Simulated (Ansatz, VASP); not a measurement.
## BaZrO3 in VASP and in Ansatz

```
Ba Zr O
1.0
     4.20536    0.00000    0.00000
     0.00000    4.20536    0.00000
     0.00000    0.00000    4.20536
Ba Zr O
1 1 3
Direct
  0.00000 0.00000 0.00000
  0.50000 0.50000 0.50000
  0.50000 0.50000 0.00000
  0.50000 0.00000 0.50000
  0.00000 0.50000 0.50000
```

Alike in both runs: task single point; functional PBE; k mesh 6 × 6 × 6; non-collinear spin, spin-orbit coupling.

|  | VASP | Ansatz |
| --- | --- | --- |
| version | VASP 6.6.1 | Ansatz 0.2.0 |
| potentials or method | VASP PAW PBE potentials, release 64 (Ba_sv, Zr_sv, O) | plane waves, PAW |
| plane-wave cutoff (eV) | 520 | 420 |
| occupations | gaussian, width 0.01 eV | fixed |
| valence electrons in the cell | 40 | 40 |

Ansatz gave:

- pressure (GPa): 2.4
- net moment per atom (μB): 0.00

Problem. Which values does VASP return?

Solution. Pressure (GPa): 3.4; net moment per atom (μB): 0.00.
